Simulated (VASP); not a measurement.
# Al (Fm-3m) in VASP: a series of runs

Al is run at these levels: PBEsol; tasks: single point, relaxation of cell and atoms.

All numbers are computed with VASP 6.6.1; they aren't measurements. Logs are shortened: lines on timing, memory, paths and dates and some standing lists are left out, and cuts for length are marked.

## 1. The cell of the first run

It takes space group Fm-3m (No. 225, cubic). The conventional cell has a = 4.015 Å, b = 4.015 Å, c = 4.015 Å, α = 90.00°, β = 90.00°, γ = 90.00°. Within 3.7 Å of Al (site symmetry m-3m) lie 12 Al at 2.84 Å.

## 2. Single point, PBEsol

Input file INCAR:

```
SYSTEM = Al
PREC = Accurate
ENCUT = 520
EDIFF = 1E-6
ISMEAR = 0
SIGMA = 0.1
LREAL = .FALSE.
LASPH = .TRUE.
NELM = 60
ALGO = Normal
ISIF = 2
LWAVE = .FALSE.
LCHARG = .TRUE.
GGA = PS
LELF = .TRUE.
LVHAR = .TRUE.
NBANDS = 8
```

Input file KPOINTS:

```
Automatic mesh
0
G
  18 18 18
  0 0 0
```

Input file POSCAR:

```
Al
1.0
    0.0000000000      2.0073684325      2.0073684325
    2.0073684325      0.0000000000      2.0073684325
    2.0073684325      2.0073684325      0.0000000000
Al
1
Direct
    0.0000000000      0.0000000000      0.0000000000
```

Potentials or basis: VASP PAW PBE potentials, release 64 (Al).

Started as:

```console
$ cat potpaw_PBE.64/Al/POTCAR > POTCAR
$ mpirun -np 1 vasp_std > vasp.out
```

OUTCAR:

```text
SYSTEM = Al
   PREC = Accurate
   ENCUT = 520
   EDIFF = 1E-6
   ISMEAR = 0
   LREAL = .FALSE.
   LASPH = .TRUE.
   NELM = 60
   ISIF = 2
   GGA = PS

 ion  position               nearest neighbor table
   1  0.000  0.000  0.000-

  LATTYP: Found a face centered cubic cell.
 ALAT       =     4.0147368650

  Lattice vectors:

 A1 = (   0.0000000000,   2.0073684325,   2.0073684325)
 A2 = (   2.0073684325,   0.0000000000,   2.0073684325)
 A3 = (   2.0073684325,   2.0073684325,   0.0000000000)

Analysis of symmetry for initial positions (statically):
=====================================================================
 Subroutine PRICEL returns:
 Original cell was already a primitive cell.

 Routine SETGRP: Setting up the symmetry group for a
 face centered cubic supercell.

 Subroutine GETGRP returns: Found 48 space group operations
 (whereof 48 operations were pure point group operations)
 out of a pool of 48 trial point group operations.

The static configuration has the point symmetry O_h .

Analysis of symmetry for dynamics (positions and initial velocities):
=====================================================================
 Subroutine PRICEL returns:
 Original cell was already a primitive cell.

 Routine SETGRP: Setting up the symmetry group for a
 face centered cubic supercell.

 Subroutine GETGRP returns: Found 48 space group operations
 (whereof 48 operations were pure point group operations)
 out of a pool of 48 trial point group operations.

The dynamic configuration has the point symmetry O_h .

 Subroutine INISYM returns: Found 48 space group operations
 (whereof 48 operations are pure point group operations),
 and found     1 'primitive' translations

----------------------------------------------------------------------------------------

                                     Primitive cell

  volume of cell :      16.1775

  direct lattice vectors                    reciprocal lattice vectors
     0.000000000  2.007368432  2.007368432    -0.249082327  0.249082327  0.249082327
     2.007368432  0.000000000  2.007368432     0.249082327 -0.249082327  0.249082327
     2.007368432  2.007368432  0.000000000     0.249082327  0.249082327 -0.249082327

  length of vectors
     2.838847662  2.838847662  2.838847662     0.431423245  0.431423245  0.431423245

  position of ions in fractional coordinates (direct lattice)
     0.000000000  0.000000000  0.000000000

  ion indices of the primitive-cell ions
   primitive index   ion index
                 1           1

----------------------------------------------------------------------------------------

 KPOINTS: Automatic mesh

Automatic generation of k-mesh.
 Grid dimensions read from file:
 generate k-points for:   18   18   18

 Generating k-lattice:

  Cartesian coordinates                     Fractional coordinates (reciprocal lattice)
    -0.013837907  0.013837907  0.013837907     0.055555556  0.000000000  0.000000000
     0.013837907 -0.013837907  0.013837907     0.000000000  0.055555556  0.000000000
     0.013837907  0.013837907 -0.013837907     0.000000000  0.000000000  0.055555556

  Length of vectors
     0.023967958  0.023967958  0.023967958

  Shift w.r.t. Gamma in fractional coordinates (k-lattice)
     0.000000000  0.000000000  0.000000000

 Subroutine IBZKPT returns following result:
 ===========================================

 Found    195 irreducible k-points:

 Following reciprocal coordinates:
            Coordinates               Weight
  0.000000  0.000000  0.000000      1.000000
  0.055556  0.000000  0.000000      8.000000
  0.111111  0.000000  0.000000      8.000000
  0.166667  0.000000  0.000000      8.000000
  0.222222  0.000000  0.000000      8.000000
  0.277778  0.000000  0.000000      8.000000
[... 16 lines left out ...]
 -0.277778  0.055556  0.000000     24.000000
 -0.222222  0.055556  0.000000     24.000000
 [... further k-points ...]
   k-points           NKPTS =    195   k-points in BZ     NKDIM =    195   number of bands    NBANDS=      8
   number of dos      NEDOS =    301   number of ions     NIONS =      1
   total plane-waves  NPLWV =  13824
   dimension x,y,z NGX =    24 NGY =   24 NGZ =   24
   dimension x,y,z NGXF=    48 NGYF=   48 NGZF=   48
   ions per type =               1
   NGX,Y,Z   is equivalent  to a cutoff of  14.05, 14.05, 14.05 a.u.
   NGXF,Y,Z  is equivalent  to a cutoff of  28.11, 28.11, 28.11 a.u.
 SYSTEM =  Al
   PREC   = accura    normal or accurate (medium, high low for compatibility)
   ISTART =      0    job   : 0-new  1-cont  2-samecut
   ICHARG =      2    charge: 1-file 2-atom 10-const
   ISPIN  =      1    spin polarized calculation?
   LNONCOLLINEAR =      F non collinear calculations
   LSORBIT =      F    spin-orbit coupling
   LASPH  =      T    aspherical Exc in radial PAW
   ENCUT  =  520.0 eV  38.22 Ry    6.18 a.u.   5.28  5.28  5.28*2*pi/ulx,y,z
   NELM   =     60;   NELMIN=  2; NELMDL= -5     # of ELM steps
   EDIFF  = 0.1E-05   stopping-criterion for ELM
   LREAL  =      F    real-space projection
   EDIFFG = 0.1E-04   stopping-criterion for IOM
   NSW    =      0    number of steps for IOM
   IBRION =     -1    ionic relax: 0-MD 1-quasi-New 2-CG
   NFREE  =      0    steps in history (QN), initial steepest desc. (CG)
   ISIF   =      2    stress and relaxation
   ISYM   =      2    0-nonsym 1-usesym 2-fastsym
   POTIM  = 0.5000    time-step for ionic-motion
   TEBEG  =    0.0;   TEEND  =   0.0 temperature during run
   PSTRESS=    0.0 pullay stress
   NELECT =       3.0000    total number of electrons
   NUPDOWN=      -1.0000    fix difference up-down
   EMIN   =  10.00;   EMAX   =-10.00  energy-range for DOS
   EFERMI =   0.00;   METHOD = LEGACY
   ISMEAR =     0;   SIGMA  =   0.10  broadening in eV -4-tet -1-fermi 0-gaus
   EFERMI_NEDOS =   21; number of points for ismear=-14 and -15
   IALGO  =     38    algorithm
   IMIX   =      4    mixing-type and parameters
     AMIX     =   0.40;   BMIX     =  1.00
     AMIX_MAG =   1.60;   BMIX_MAG =  1.00
  volume/ion in A,a.u.               =      16.18       109.17
  Fermi-wavevector in a.u.,A,eV,Ry     =   0.933566  1.764183 11.858085  0.871545
  Thomas-Fermi vector in A             =   2.060280
   LORBIT       =      0    0 simple, 1 ext, 2 COOP (PROOUT), +10 PAW based schemes
   GGA     = PS    functional components
   LHFCALC =     F    Hartree Fock is set to
   AEXX    =    0.0000 exact exchange contribution
   IVDW    =     0    specifies the selected vdW correction
   LEPSILON=     F    determine dielectric tensor
   LRPA    =     F    only Hartree local field effects (RPA)
 non-spin polarized calculation
 Gauss-broadening in eV      SIGMA  =   0.10
  energy-cutoff  :      520.00
  volume of cell :       16.18
 maximum number of plane-waves:       448
 NGX is ok and might be reduce to    24
   NGX = 11   NGY = 11   NGZ = 11

 number of electron       3.0000000 magnetization

 Free energy of the ion-electron system (eV)
  ---------------------------------------------------
  ext. energy  EPLUGINS =         0.00000000
  ---------------------------------------------------
  free energy    TOTEN  =        -4.09067516 eV

  energy without entropy =       -4.08768715  energy(sigma->0) =       -4.08918116

 E-fermi :   8.1475     XC(G=0): -10.3289

 val. band max:        8.1329246564   @ k =  -0.2778   0.2778   0.0556
 cond. band min:       8.1559503822   @ k =  -0.4444   0.3333   0.1111
 fundamental gap:      0.0230257258
 Fermi energy:         8.1475026689

 k-point     1 :       0.0000    0.0000    0.0000
  band No.  band energies     occupation
      1      -3.1099      2.00000
      2      20.8614      0.00000
      3      20.8614      0.00000
      4      20.8614      0.00000
      5      22.5032      0.00000
      6      22.5032      0.00000
      7      22.5032      0.00000
      8      24.7856      0.00000

 k-point     2 :       0.0556    0.0000    0.0000
  band No.  band energies     occupation
      1      -3.0249      2.00000
      2      19.3604      0.00000
      3      20.5682      0.00000
      4      20.5682      0.00000
      5      22.9295      0.00000
      6      22.9295      0.00000
      7      23.0501      0.00000
      8      25.6797      0.00000

 k-point     3 :       0.1111    0.0000    0.0000
  band No.  band energies     occupation
      1      -2.7702      2.00000
      2      17.1226      0.00000
      3      20.0695      0.00000
      4      20.0695      0.00000
      5      23.1011      0.00000
      6      23.7994      0.00000
      7      23.7994      0.00000
      8      26.2235      0.00000

 k-point     4 :       0.1667    0.0000    0.0000
  band No.  band energies     occupation
      1      -2.3469      2.00000
      2      14.8649      0.00000
      3      19.6284      0.00000
      4      19.6284      0.00000
      5      22.9309      0.00000
      6      24.4020      0.00000
      7      24.4020      0.00000
      8      25.5745      0.00000

 k-point     5 :       0.2222    0.0000    0.0000
  band No.  band energies     occupation
      1      -1.7563      2.00000
      2      12.6825      0.00000
      3      19.3027      0.00000
      4      19.3027      0.00000
      5      22.7542      0.00000
      6      23.5868      0.00000
      7      23.5868      0.00000
      8      26.5536      0.00000
[... 177 lines left out ...]
 k-point    22 :      -0.3333    0.0556    0.0000
  band No.  band energies     occupation
      1       0.3325      2.00000
      2       8.1025      1.47559
      3      17.3685      0.00000
      4      20.2660      0.00000
      5      20.3218      0.00000
      6      21.7724      0.00000
      7      23.3381      0.00000
      8      26.2424      0.00000

 k-point    23 :      -0.2778    0.0556    0.0000
  band No.  band energies     occupation
      1      -0.6383      2.00000
      2      10.0069      0.00000
      3      17.3865      0.00000
      4      20.2935      0.00000
      5      21.1827      0.00000
      6      22.6426      0.00000
      7      23.2928      0.00000
      8      27.0403      0.00000

 k-point    24 :      -0.2222    0.0556    0.0000
  band No.  band energies     occupation
      1      -1.4480      2.00000
      2      12.0356      0.00000
      3      17.5498      0.00000
      4      20.4291      0.00000
      5      22.1884      0.00000
      6      23.2712      0.00000
      7      23.7138      0.00000
      8      25.9251      0.00000

 [... further k-points ...]

------------------------ aborting loop because EDIFF is reached ----------------------------------------

  FORCE on cell =-STRESS in cart. coord.  units (eV):
  Direction    XX          YY          ZZ          XY          YZ          ZX
  --------------------------------------------------------------------------------------
  -------------------------------------------------------------------------------------
  Total        0.0080893      0.0080893      0.0080893     -0.0000000      0.0000000     -0.0000000
  in kB        0.8011458      0.8011458      0.8011458     -0.0000000      0.0000000     -0.0000000
  external PRESSURE =       0.8011458 kB  Pullay stress =       0.0000000 kB

 VOLUME and BASIS-vectors are now :
 -----------------------------------------------------------------------------
  energy-cutoff  :      520.00
  volume of cell :       16.18
      direct lattice vectors                 reciprocal lattice vectors
     0.000000000  2.007368432  2.007368432    -0.249082327  0.249082327  0.249082327
     2.007368432  0.000000000  2.007368432     0.249082327 -0.249082327  0.249082327
     2.007368432  2.007368432  0.000000000     0.249082327  0.249082327 -0.249082327

 POSITION                                       TOTAL-FORCE (eV/Angst)
 -----------------------------------------------------------------------------------
      0.00000      0.00000      0.00000         0.000000     -0.000000     -0.000000
 -----------------------------------------------------------------------------------
    total drift:                                0.000000      0.000000      0.000000

  FREE ENERGIE OF THE ION-ELECTRON SYSTEM (eV)
  ---------------------------------------------------
  free  energy   TOTEN  =        -4.0906751616 eV

  energy  without entropy=       -4.0876871541  energy(sigma->0) =       -4.08918116
```

Wall time 7.6 s (1 thread of Intel Xeon 6975P-C, shared host); peak memory 0.14 GiB.

What came out:

```
Free energy : -4.0907 eV
Pressure    : 0.1 GPa
```

Caveat: the PAW data sets were made with another functional, which shifts forces and pressure a little.

## 3. Relaxation of cell and atoms, PBEsol

This run uses another cell than the first one, of 16.60 Å³/atom, 1.026 times its volume.

Input file INCAR:

```
  ALGO = Normal
  EDIFF = 1E-6
  EDIFFG = -0.002
  ENCUT = 600
  GGA = PS
  IBRION = 2
  ISIF = 3
  ISMEAR = 0
  LASPH = T
  LCHARG = F
  LREAL = F
  LWAVE = F
  NELM = 60
  NSW = 100
  PREC = Accurate
  SIGMA = 0.1
```

Input file KPOINTS:

```
k-points
0
Gamma
  18 18 18
```

Input file POSCAR:

```
Al
1.0
    0.0000000000      2.0248050000      2.0248050000
    2.0248050000      0.0000000000      2.0248050000
    2.0248050000      2.0248050000      0.0000000000
Al
1
Direct
    0.0000000000      0.0000000000      0.0000000000
```

Potentials or basis: VASP PAW PBE potentials, release 64 (Al).

Started as:

```console
$ cat potpaw_PBE.64/Al/POTCAR > POTCAR
$ mpirun -np 1 vasp_std > vasp.out
```

Run time: 14 s. Hardware: 1 thread of Intel Xeon 6975P-C, shared host; peak memory 0.15 GiB.

Results (log left out):

```yaml
Free_energy: -4.0908 eV
Relaxed_volume: 16.19 Å³/atom
Relaxed_cell: a = 2.840 Å, b = 2.840 Å, c = 2.840 Å, α = 60.00°, β = 60.00°, γ = 60.00°
Space_group_after_relaxing_to_0.05_Å: Fm-3m (No. 225)
Energy_gained_by_relaxing: 2.5 meV/atom
Ionic_steps: 3
Pressure_after_relaxing: 0.0 GPa
```

The path:
```tsv
step	energy change (eV)	largest force (eV/Å)	pressure (GPa)	volume (Å³)
1	0.0000	0.0000	-1.90	16.60
2	-0.0024	0.0000	0.31	16.13
3	-0.0025	0.0000	0.00	16.19
```

Final structure:
```
CELL_PARAMETERS angstrom
0.00000 2.00803 2.00803
2.00803 0.00000 2.00803
2.00803 2.00803 0.00000
ATOMIC_POSITIONS crystal
Al 0.00000 0.00000 0.00000
```

Levels at points of the mesh, in eV from the Fermi level:
```csv
k point,band 1,band 2,band 3,band 4,band 5
"(0.00, 0.00, 0.00)",-11.25,12.71,12.71,12.71,14.34
"(0.50, 0.00, 0.00)",-4.66,-4.39,11.53,11.53,11.60
"(0.50, 0.50, 0.00)",-2.95,-1.60,5.27,5.68,5.68
```

Caveat: the PAW data sets were made with another functional, which shifts forces and pressure a little.
